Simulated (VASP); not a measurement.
Input of a VASP 6.6.1 run:

The input INCAR:

```
SYSTEM = SnGe2
PREC = Accurate
ENCUT = 600
EDIFF = 1E-6
ISMEAR = 0
SIGMA = 0.1
LREAL = .FALSE.
LASPH = .TRUE.
NELM = 100
ALGO = Normal
ISIF = 3
LWAVE = .FALSE.
LCHARG = .FALSE.
GGA = PE
IBRION = 2
NSW = 90
EDIFFG = -0.04
```

File KPOINTS:

```
Automatic mesh
0
G
  6 6 2
  0 0 0
```

POSCAR

```
SnGe2
1.0
    3.5529288900      0.0000000000      0.0000000000
   -1.7764644400      3.0769266700      0.0000000000
    0.0000000000      0.0000000000     12.8832569100
Sn Ge
2 4
Direct
    0.3333333300      0.6666666700      0.0000000000
    0.6666666700      0.3333333300      0.5000000000
    0.6666666700      0.3333333300      0.1741608400
    0.0000000000      0.0000000000      0.3258391600
    0.3333333300      0.6666666700      0.6741608400
    0.0000000000      0.0000000000      0.8258391600
```

Potentials or basis: VASP PAW PBE potentials, release 64 (Sn_d, Ge_d).

Launch:

```sh
$ cat potpaw_PBE.64/Sn_d/POTCAR potpaw_PBE.64/Ge_d/POTCAR > POTCAR
$ mpirun -np 1 vasp_std > vasp.out
```

(1) Estimate the band gap on the k mesh.

(2) Predict the relaxed cell.

Results:

(1) zero (bands 42 and 43 overlap by 1.07 eV).

(2) a = 4.028 Å, b = 4.028 Å, c = 10.050 Å, α = 90.00°, β = 90.00°, γ = 120.00°.

Caveat: a cell axis changed by over 15 % at a fixed basis, so the end point is rough; spin-orbit coupling is left out, which moves the levels of the heavy elements.
